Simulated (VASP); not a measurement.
# Na: single point with PBE

Na:

```
CELL_PARAMETERS angstrom
3.64500 0.00000 0.00000
-1.82250 3.15667 0.00000
0.00000 0.00000 6.10304
ATOMIC_POSITIONS crystal
Na 0.20871 0.66667 0.25000
Na 0.79129 0.33333 0.75000
```

```
Program                : VASP 6.6.1
Task                   : single point
Functional             : PBE
Potentials or basis    : VASP PAW PBE potentials, release 64 (Na_pv)
Cutoff                 : 520 eV
k mesh                 : 15 × 15 × 8
Occupations            : gaussian, width 0.15 eV
Spin                   : no spin polarisation
Dipole correction      : no
Further INCAR settings : ALGO = Normal; EDIFF = 1e-06; NBANDS = 14
```

```yaml
Pressure: 0.5 GPa
Largest_force: 0.103 eV/Å
Band_gap_on_the_k_mesh: zero (band 7 reaches 2.71 eV, above the bottom of band 8 at -1.87 eV)
```

Forces on the atoms (eV/Å):
```
Na   0.073  0.073  0.000
Na  -0.073 -0.073  0.000
```

Stress tensor (GPa, compression positive):
```
0.23 0.47 0.00
0.47 0.54 0.00
0.00 0.00 0.84
```

Levels at points of the mesh, in eV from the Fermi level:
| k point | band 3 | band 4 | band 5 | band 6 | band 7 | band 8 | band 9 | band 10 | band 11 | band 12 |
| --- | --- | --- | --- | --- | --- | --- | --- | --- | --- | --- |
| (0.00, 0.00, 0.00) | -24.91 | -24.91 | -24.91 | -24.91 | -3.41 | 0.42 | 0.86 | 10.18 | 10.44 | 10.86 |
| (0.00, 0.00, 0.50) | -24.91 | -24.91 | -24.91 | -24.91 | -2.38 | -2.38 | 5.40 | 5.40 | 11.08 | 11.08 |

Wall time 100 s on 1 thread of Intel(R) Xeon(R) 6975P-C (Granite Rapids), with other jobs on the host, peak memory 0.49 GiB.
